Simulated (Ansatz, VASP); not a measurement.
One calculation of ZnS, two programs

File INCAR:

```
ALGO = Normal
EDIFF = 1E-7
ENCUT = 520
GGA = PE
ISIF = 2
ISMEAR = 0
LASPH = True
LCHARG = False
LREAL = False
LWAVE = False
NBANDS = 16
NELM = 80
PREC = Accurate
SIGMA = 0.05
```

KPOINTS

```
k-points
0
Gamma
  8 8 8
```

POSCAR

```
ZnS
1.0
    0.0000000000      2.7215639840      2.7215639840
    2.7215639840      0.0000000000      2.7215639840
    2.7215639840      2.7215639840      0.0000000000
Zn S
1 1
Direct
    0.0000000000      0.0000000000      0.0000000000
    0.8693282717      0.7102239094      0.7102239094
```

Input for Ansatz:

```yaml
crystal:
  lattice:
    - [0.0, 2.721563984, 2.721563984]
    - [2.721563984, 0.0, 2.721563984]
    - [2.721563984, 2.721563984, 0.0]
  atoms:
    - { symbol: Zn, position: [0.0, 0.0, 0.0] }
    - { symbol: S, position: [0.8693282717, 0.7102239094, 0.7102239094] }
basis:
  ecutwfc: 420
kpoints:
  mp_grid: { grid: [8, 8, 8] }
hamiltonian:
  xc: pbe
scf:
  occupations: { method: gaussian, width: 0.05 }
output:
  forces: true
  stress: true
  eigenvalues: true
```

Change from the starting cell: all S atoms moved -0.375 Å, as atom 2 towards its neighbour atom 1 (Zn) at 2.357 Å.

Alike in both runs: task single point; functional PBE; k mesh 8 × 8 × 8; occupations gaussian, width 0.05 eV; no spin polarisation.

|  | VASP | Ansatz |
| --- | --- | --- |
| version | VASP 6.6.1 | Ansatz 0.2.0 |
| potentials or method | VASP PAW PBE potentials, release 64 (Zn, S), cutoff 520 eV | scalar-relativistic, plane waves, PAW |
| valence electrons in the cell | 18 | 18 |

|  | VASP | Ansatz | Ansatz less VASP |
| --- | --- | --- | --- |
| gap on the k mesh at the Fermi level (eV) | 2.00 | 1.99 | -0.009 |
| least direct gap on the mesh (eV) | 2.00 | 1.99 | -0.009 |
| pressure (GPa) | 2.6 | 2.4 | -0.16 |
| traceless stress, the component that is largest in VASP (GPa) | 1.85 | 1.78 | -0.062 |
| rms of the force components (eV/Å) | 0.462 | 0.457 | -0.0046 |

Atom by atom the forces differ by 0.005 eV/Å (rms over components).
